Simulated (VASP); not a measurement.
Wanted: the native input for a VASP 6.6.1 run.

```yaml
Task: single point
Functional: PBE
Potentials_or_basis: VASP PAW PBE potentials, release 64 (Ge_d, Pt_sv_GW, N)
Cutoff: 600 eV
k_mesh: 6 × 6 × 4
Occupations: gaussian, width 0.1 eV
Spin: no spin polarisation
Dipole_correction: no
Second_run: valence_matched
Further_INCAR_settings: ALGO = Normal; EDIFF = 1e-06; NBANDS = 35
```

The structure of GePtN4 lies in POSCAR:

```
GePtN4
1.0
    3.7096182779      0.0000000000      0.0000000000
    0.0000000000      3.7096182779      0.0000000000
    0.0000000000      0.0000000000      8.7564891671
Ge Pt N
1 1 4
Direct
    0.5000000000      0.5000000000      0.5000000000
    0.0000000000      0.0000000000      0.0000000000
    0.5000000000      0.0000000000      0.0000000000
    0.0000000000      0.5000000000      0.0000000000
    0.0000000000      0.0000000000      0.4318124527
    0.0000000000      0.0000000000      0.5681875473
```

The input as run:

INCAR

```
SYSTEM = GePtN4
  ALGO = Normal
  EDIFF = 1E-6
  ENCUT = 600
  GGA = PE
  GGA_COMPAT = .FALSE.
  ISIF = 2
  ISMEAR = 0
  LASPH = .TRUE.
  LCHARG = .FALSE.
  LREAL = .FALSE.
  LWAVE = .FALSE.
  NBANDS = 35
  NELM = 120
  PREC = Accurate
  SIGMA = 0.1
```

KPOINTS

```
k-points
0
G
  6 6 4
  0 0 0
```

Potentials or basis: VASP PAW PBE potentials, release 64 (Ge_d, Pt_sv_GW, N).

The run is started by

```sh
$ cat potpaw_PBE.64/Ge_d/POTCAR potpaw_PBE.64/Pt_sv_GW/POTCAR potpaw_PBE.64/N/POTCAR > POTCAR
$ mpirun -np 1 vasp_std > vasp.out
```

It gave:

| Property | Result |
| --- | --- |
| Pressure | 0.2 GPa |
| Largest force | 0.465 eV/Å |
| Band gap on the k mesh | zero (band 26 reaches 2.39 eV, above the bottom of band 27 at 0.95 eV) |

Caveat: the standard files for N, O and F lose accuracy on very short bonds; spin-orbit coupling is left out, which moves the levels of the heavy elements.

Run time: 110 s on 1 thread of Intel(R) Xeon(R) 6975P-C (Granite Rapids), with other jobs on the host, peak memory 0.34 GiB.
